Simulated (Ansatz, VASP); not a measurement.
# SnTe: VASP beside Ansatz

```
CELL_PARAMETERS angstrom
0.00000 3.18935 3.18935
3.18935 0.00000 3.18935
3.18935 3.18935 0.00000
ATOMIC_POSITIONS crystal
Sn 0.00000 0.00000 0.00000
Te 0.50000 0.50000 0.50000
```

Alike in both runs: task single point; functional r2SCAN; k mesh 8 × 8 × 8; occupations fermi-dirac, width 0.02 eV; no spin polarisation.

|  | VASP | Ansatz |
| --- | --- | --- |
| version | VASP 6.6.1 | Ansatz 0.2.0 |
| potentials or method | VASP PAW PBE potentials, release 64 (Sn_d, Te) | plane waves, PAW |
| plane-wave cutoff (eV) | 550 | 500 |
| valence electrons in the cell | 20 | 30 |

```tsv
	VASP	Ansatz	Ansatz less VASP
pressure (GPa)	-0.1	-0.1	+0.01
```

VASP's potentials were made for PBE, not for r2SCAN. With one functional, cell and mesh, what is left measures potentials, basis and numerics. VASP's potentials hold 20 valence electrons a cell and Ansatz's 30, so a difference there can come from the potentials and not from the codes.

Spin-orbit coupling is off throughout.
